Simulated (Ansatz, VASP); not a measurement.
This is a calculation of Ti for Ansatz 0.2.0.

File input.yaml:

```yaml
crystal:
  lattice:
    - [0.030606, 2.050692, 2.058979]
    - [2.057083, 0.034139, 2.055446]
    - [2.041662, 2.031739, 0.049559]
  atoms:
    - { symbol: Ti, position: [0.0, 0.0, 0.0], spin: 1.0 }
hamiltonian:
  xc: pbesol
  pseudopotentials: { kind: paw }
  dispersion: d4
magnetization:
  spin_polarized: true
kpoints:
  mp_grid: { grid: [9, 9, 9] }
scf:
  occupations: { method: fermi_dirac, width: 0.15 }
output:
  forces: true
  stress: true
relax:
  f_tol: 0.01
  max_steps: 40
  cell: { stress_tol: 0.05 }
```

Potentials or basis: Ansatz PAW.

Command:

```sh
$ ansatz run input.yaml --threads 1 --pin off --max-ram 2560MiB --backend cpu --events-out ev --progress --plain --runs-dir out
```

Set up the same calculation for VASP 6.6.1. Potentials there: VASP PAW PBE potentials, release 64 (Ti_sv).

As run (the cutoff follows the program's own potentials):

INCAR

```
SYSTEM = Ti
ALGO = Normal ; EDIFF = 1E-7
EDIFFG = -0.01 ; ENCUT = 600
GGA = PS ; IBRION = 2
ISIF = 3 ; ISMEAR = -1
ISPIN = 2 ; IVDW = 13
LASPH = .TRUE. ; LCHARG = .FALSE.
LMAXMIX = 4 ; LORBIT = 11
LREAL = .FALSE. ; LWAVE = .FALSE.
MAGMOM = 1 ; NELM = 150
NSW = 60 ; PREC = Accurate
SIGMA = 0.15
```

Contents of KPOINTS:

```
k-points
0
G
  9 9 9
  0 0 0
```

File POSCAR:

```
Ti
1.0
    0.0306060000      2.0506920000      2.0589790000
    2.0570830000      0.0341390000      2.0554460000
    2.0416620000      2.0317390000      0.0495590000
Ti
1
Direct
    0.0000000000      0.0000000000      0.0000000000
```

Potentials or basis: VASP PAW PBE potentials, release 64 (Ti_sv).

Launch:

```console
$ cat potpaw_PBE.64/Ti_sv/POTCAR > POTCAR
$ mpirun -np 1 vasp_std > vasp.out
```

Both were run:

|  | VASP | Ansatz | Ansatz less VASP |
| --- | --- | --- | --- |
| net moment per atom (μB) | 0.00 | 0.00 | 0.000 |
| relaxed volume (Å³/atom) | 16.58 | 16.62 | +0.045 |
| relaxed length of the cell vector where the two differ most in proportion (Å) | 2.860 | 2.864 | +0.0038 |

VASP's potentials were made for PBE, not for PBEsol.

Noted on Ansatz's run: the plane-wave basis is chosen anew once the cell has moved, so the energies of steps on either side of that aren't comparable.
